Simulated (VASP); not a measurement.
# Te (Pm-3m) in VASP: relaxation of cell and atoms with r2SCAN

Aim: the relaxation of cell and atoms of Te with r2SCAN.

Everything below comes from runs of VASP 6.6.1. Logs are shortened: lines on timing, memory, paths and dates and some standing lists are left out, and cuts for length are marked.

## 1. The cell of the first run

It takes space group Pm-3m (No. 221, cubic). Conventional cell: a = 3.269 Å, b = 3.269 Å, c = 3.269 Å, α = 90.00°, β = 90.00°, γ = 90.00°. Te (site symmetry m-3m) has 6 Te at 3.27 Å within 4.3 Å.

## 2. Relaxation of cell and atoms, r2SCAN

Input file POSCAR:

```
Te
1.0
    3.2687737842      0.0000000000      0.0000000000
    0.0000000000      3.2687737842      0.0000000000
    0.0000000000      0.0000000000      3.2687737842
Te
1
Direct
    0.0000000000      0.0000000000      0.0000000000
```

Input file INCAR.step1:

```
SYSTEM = Te
ALGO = Normal
EDIFF = 1E-4
ENCUT = 600
GGA = PE
ISMEAR = 0
LASPH = .TRUE.
LCHARG = .FALSE.
LREAL = .FALSE.
LWAVE = .TRUE.
NELM = 100
PREC = Accurate
SIGMA = 0.1
```

Input file INCAR.step2:

```
SYSTEM = Te
ALGO = Normal
EDIFF = 1E-7
EDIFFG = -0.01
ENCUT = 600
IBRION = 2
ISIF = 3
ISMEAR = 0
ISTART = 1
LASPH = .TRUE.
LCHARG = .FALSE.
LMIXTAU = .TRUE.
LREAL = .FALSE.
LWAVE = .FALSE.
METAGGA = R2SCAN
NELM = 100
NSW = 100
PREC = Accurate
SIGMA = 0.1
```

Input file KPOINTS:

```
k-points
0
G
  18 18 18
  0 0 0
```

Potentials or basis: VASP PAW PBE potentials, release 64 (Te).

Launch:

```sh
$ cat potpaw_PBE.64/Te/POTCAR > POTCAR
$ cp INCAR.step1 INCAR
$ mpirun -np 1 vasp_std > vasp.out
$ cp INCAR.step2 INCAR
$ mpirun -np 1 vasp_std > vasp.out
```

OUTCAR:

```text
SYSTEM = Te
   EDIFF = 1E-7
   EDIFFG = -0.01
   ENCUT = 600
   IBRION = 2
   ISIF = 3
   ISMEAR = 0
   ISTART = 1
   LASPH = .TRUE.
   LREAL = .FALSE.
   METAGGA = R2SCAN
   NELM = 100
   NSW = 100
   PREC = Accurate

 ion  position               nearest neighbor table
   1  0.000  0.000  0.000-

  LATTYP: Found a simple cubic cell.
 ALAT       =     3.2687737842

  Lattice vectors:

 A1 = (   3.2687737842,   0.0000000000,   0.0000000000)
 A2 = (   0.0000000000,   3.2687737842,   0.0000000000)
 A3 = (   0.0000000000,   0.0000000000,   3.2687737842)

Analysis of symmetry for initial positions (statically):
=====================================================================
 Subroutine PRICEL returns:
 Original cell was already a primitive cell.

 Routine SETGRP: Setting up the symmetry group for a
 simple cubic supercell.

 Subroutine GETGRP returns: Found 48 space group operations
 (whereof 48 operations were pure point group operations)
 out of a pool of 48 trial point group operations.

The static configuration has the point symmetry O_h .

Analysis of symmetry for dynamics (positions and initial velocities):
=====================================================================
 Subroutine PRICEL returns:
 Original cell was already a primitive cell.

 Routine SETGRP: Setting up the symmetry group for a
 simple cubic supercell.

 Subroutine GETGRP returns: Found 48 space group operations
 (whereof 48 operations were pure point group operations)
 out of a pool of 48 trial point group operations.

The dynamic configuration has the point symmetry O_h .

 Subroutine INISYM returns: Found 48 space group operations
 (whereof 48 operations are pure point group operations),
 and found     1 'primitive' translations

----------------------------------------------------------------------------------------

                                     Primitive cell

  volume of cell :      34.9265

  direct lattice vectors                    reciprocal lattice vectors
     3.268773784  0.000000000  0.000000000     0.305925116  0.000000000  0.000000000
     0.000000000  3.268773784  0.000000000     0.000000000  0.305925116  0.000000000
     0.000000000  0.000000000  3.268773784     0.000000000  0.000000000  0.305925116

  length of vectors
     3.268773784  3.268773784  3.268773784     0.305925116  0.305925116  0.305925116

  position of ions in fractional coordinates (direct lattice)
     0.000000000  0.000000000  0.000000000

  ion indices of the primitive-cell ions
   primitive index   ion index
                 1           1

----------------------------------------------------------------------------------------

 KPOINTS: k-points

Automatic generation of k-mesh.
 Grid dimensions read from file:
 generate k-points for:   18   18   18

 Generating k-lattice:

  Cartesian coordinates                     Fractional coordinates (reciprocal lattice)
     0.016995840  0.000000000  0.000000000     0.055555556  0.000000000  0.000000000
     0.000000000  0.016995840  0.000000000     0.000000000  0.055555556  0.000000000
     0.000000000  0.000000000  0.016995840     0.000000000  0.000000000  0.055555556

  Length of vectors
     0.016995840  0.016995840  0.016995840

  Shift w.r.t. Gamma in fractional coordinates (k-lattice)
     0.000000000  0.000000000  0.000000000

 Subroutine IBZKPT returns following result:
 ===========================================

 Found    220 irreducible k-points:

 Following reciprocal coordinates:
            Coordinates               Weight
  0.000000  0.000000  0.000000      1.000000
  0.055556  0.000000  0.000000      6.000000
  0.111111  0.000000  0.000000      6.000000
  0.166667  0.000000  0.000000      6.000000
  0.222222  0.000000  0.000000      6.000000
  0.277778  0.000000  0.000000      6.000000
[... 16 lines left out ...]
  0.277778  0.111111  0.000000     24.000000
  0.333333  0.111111  0.000000     24.000000
 [... further k-points ...]
   k-points           NKPTS =    220   k-points in BZ     NKDIM =    220   number of bands    NBANDS=      7
   number of dos      NEDOS =    301   number of ions     NIONS =      1
   total plane-waves  NPLWV =  21952
   dimension x,y,z NGX =    28 NGY =   28 NGZ =   28
   dimension x,y,z NGXF=    56 NGYF=   56 NGZF=   56
   ions per type =               1
   NGX,Y,Z   is equivalent  to a cutoff of  14.24, 14.24, 14.24 a.u.
   NGXF,Y,Z  is equivalent  to a cutoff of  28.48, 28.48, 28.48 a.u.
 SYSTEM =  Te
   PREC   = accura    normal or accurate (medium, high low for compatibility)
   ISTART =      1    job   : 0-new  1-cont  2-samecut
   ICHARG =      0    charge: 1-file 2-atom 10-const
   ISPIN  =      1    spin polarized calculation?
   LNONCOLLINEAR =      F non collinear calculations
   LSORBIT =      F    spin-orbit coupling
   LASPH  =      T    aspherical Exc in radial PAW
   ENCUT  =  600.0 eV  44.10 Ry    6.64 a.u.   6.53  6.53  6.53*2*pi/ulx,y,z
   NELM   =    100;   NELMIN=  2; NELMDL=  0     # of ELM steps
   EDIFF  = 0.1E-06   stopping-criterion for ELM
   LREAL  =      F    real-space projection
   EDIFFG = -.1E-01   stopping-criterion for IOM
   NSW    =    100    number of steps for IOM
   IBRION =      2    ionic relax: 0-MD 1-quasi-New 2-CG
   NFREE  =      1    steps in history (QN), initial steepest desc. (CG)
   ISIF   =      3    stress and relaxation
   ISYM   =      2    0-nonsym 1-usesym 2-fastsym
   POTIM  = 0.5000    time-step for ionic-motion
   TEBEG  =    0.0;   TEEND  =   0.0 temperature during run
   PSTRESS=    0.0 pullay stress
   NELECT =       6.0000    total number of electrons
   NUPDOWN=      -1.0000    fix difference up-down
   EMIN   =  10.00;   EMAX   =-10.00  energy-range for DOS
   EFERMI =   0.00;   METHOD = LEGACY
   ISMEAR =     0;   SIGMA  =   0.10  broadening in eV -4-tet -1-fermi 0-gaus
   EFERMI_NEDOS =   21; number of points for ismear=-14 and -15
   IALGO  =     38    algorithm
   IMIX   =      4    mixing-type and parameters
     AMIX     =   0.40;   BMIX     =  1.00
     AMIX_MAG =   1.60;   BMIX_MAG =  1.00
  volume/ion in A,a.u.               =      34.93       235.70
  Fermi-wavevector in a.u.,A,eV,Ry     =   0.910068  1.719779 11.268662  0.828223
  Thomas-Fermi vector in A             =   2.034186
   LORBIT       =      0    0 simple, 1 ext, 2 COOP (PROOUT), +10 PAW based schemes
   METAGGA = R2SCAN    functional components
   LHFCALC =     F    Hartree Fock is set to
   AEXX    =    0.0000 exact exchange contribution
   IVDW    =     0    specifies the selected vdW correction
   LEPSILON=     F    determine dielectric tensor
   LRPA    =     F    only Hartree local field effects (RPA)
 conjugate gradient relaxation of ions
 non-spin polarized calculation
 Gauss-broadening in eV      SIGMA  =   0.10
  energy-cutoff  :      600.00
  volume of cell :       34.93
 maximum number of plane-waves:      1193
 NGX is ok and might be reduce to    28
   NGX = 13   NGY = 13   NGZ = 13

--------------------------------------- Ionic step        1  -------------------------------------------

 number of electron       6.0000000 magnetization

 Free energy of the ion-electron system (eV)
  ---------------------------------------------------
  ext. energy  EPLUGINS =         0.00000000
  ---------------------------------------------------
  free energy    TOTEN  =       -25.30171779 eV

  energy without entropy =      -25.29794785  energy(sigma->0) =      -25.29983282

------------------------ aborting loop because EDIFF is reached ----------------------------------------

  FORCE on cell =-STRESS in cart. coord.  units (eV):
  Direction    XX          YY          ZZ          XY          YZ          ZX
  --------------------------------------------------------------------------------------
  -------------------------------------------------------------------------------------
  Total       -0.7456961     -0.7456961     -0.7456961     -0.0000000     -0.0000000      0.0000000
  in kB      -34.2072251    -34.2072251    -34.2072251     -0.0000000     -0.0000000      0.0000000
  external PRESSURE =     -34.2072251 kB  Pullay stress =       0.0000000 kB
[... 55 lines left out ...]
  energy  without entropy=      -25.3208056942  energy(sigma->0) =      -25.32249555

--------------------------------------- Ionic step        3  -------------------------------------------

 number of electron       6.0000000 magnetization

 Free energy of the ion-electron system (eV)
  ---------------------------------------------------
  ext. energy  EPLUGINS =         0.00000000
  ---------------------------------------------------
  free energy    TOTEN  =       -25.33088534 eV

  energy without entropy =      -25.32733796  energy(sigma->0) =      -25.32911165

 E-fermi :   6.4985     XC(G=0):  -9.7931

 val. band max:        6.4758093175   @ k =   0.3889   0.1667   0.1111
 cond. band min:       6.5133018023   @ k =   0.3889   0.3889   0.2222
 fundamental gap:      0.0374924848
 Fermi energy:         6.4985438247

 k-point     1 :       0.0000    0.0000    0.0000
  band No.  band energies     occupation
      1      -7.8367      2.00000
      2       7.7095      0.00000
      3       7.7095      0.00000
      4       7.7095      0.00000
      5      12.8105      0.00000
      6      12.8105      0.00000
      7      13.7169      0.00000
[... 221 lines left out ...]
 k-point    24 :       0.3333    0.1111    0.0000
  band No.  band energies     occupation
      1      -6.4538      2.00000
      2       1.7716      2.00000
      3       7.2837      0.00000
      4       8.8702      0.00000
      5      14.4609      0.00000
      6      15.4213      0.00000
      7      17.1583      0.00000

 [... further k-points ...]

------------------------ aborting loop because EDIFF is reached ----------------------------------------

  FORCE on cell =-STRESS in cart. coord.  units (eV):
  Direction    XX          YY          ZZ          XY          YZ          ZX
  --------------------------------------------------------------------------------------
  -------------------------------------------------------------------------------------
  Total        0.0008389      0.0008389      0.0008389      0.0000000      0.0000000     -0.0000000
  in kB        0.0414998      0.0414998      0.0414998      0.0000000      0.0000000     -0.0000000
  external PRESSURE =       0.0414998 kB  Pullay stress =       0.0000000 kB
[... 16 lines left out ...]
  FREE ENERGIE OF THE ION-ELECTRON SYSTEM (eV)
  ---------------------------------------------------
  free  energy   TOTEN  =       -25.3308853436 eV

  energy  without entropy=      -25.3273379645  energy(sigma->0) =      -25.32911165

 reached required accuracy - stopping structural energy minimisation
```

Run time: 7.3 min. Hardware: 1 thread of AMD EPYC 7R13 (Zen 3), shared host; peak memory 0.2 GiB.

Results:

```yaml
Free_energy: -25.3309 eV
Relaxed_volume: 32.39 Å³/atom
Relaxed_cell: a = 3.188 Å, b = 3.188 Å, c = 3.188 Å, α = 90.00°, β = 90.00°, γ = 90.00°
Space_group_after_relaxing_to_0.05_Å: Pm-3m (No. 221)
Energy_gained_by_relaxing: 29.2 meV/atom
Ionic_steps: 3
Pressure_after_relaxing: 0.0 GPa
Band_gap_on_the_k_mesh: zero (band 3 reaches 9.18 eV, above the bottom of band 4 at 3.21 eV)
```

The path:
```
step  energy change (eV)  largest force (eV/Å)  pressure (GPa)  volume (Å³)
   1              0.0000                0.0000           -3.42        34.93
   2             -0.0225                0.0000            2.03        31.29
   3             -0.0292                0.0000            0.00        32.39
```

Final structure:
```cif
data_structure
_symmetry_space_group_name_H-M 'P 1'
_symmetry_Int_Tables_number 1
_cell_length_a 3.1876
_cell_length_b 3.1876
_cell_length_c 3.1876
_cell_angle_alpha 90.000
_cell_angle_beta 90.000
_cell_angle_gamma 90.000
_cell_volume 32.39
loop_
_atom_site_label
_atom_site_type_symbol
_atom_site_fract_x
_atom_site_fract_y
_atom_site_fract_z
_atom_site_occupancy
Te1 Te 0.00000 0.00000 0.00000 1
```

Caveat: the PAW data sets were made with another functional, which shifts forces and pressure a little; spin-orbit coupling is left out, which moves the levels of the heavy elements.
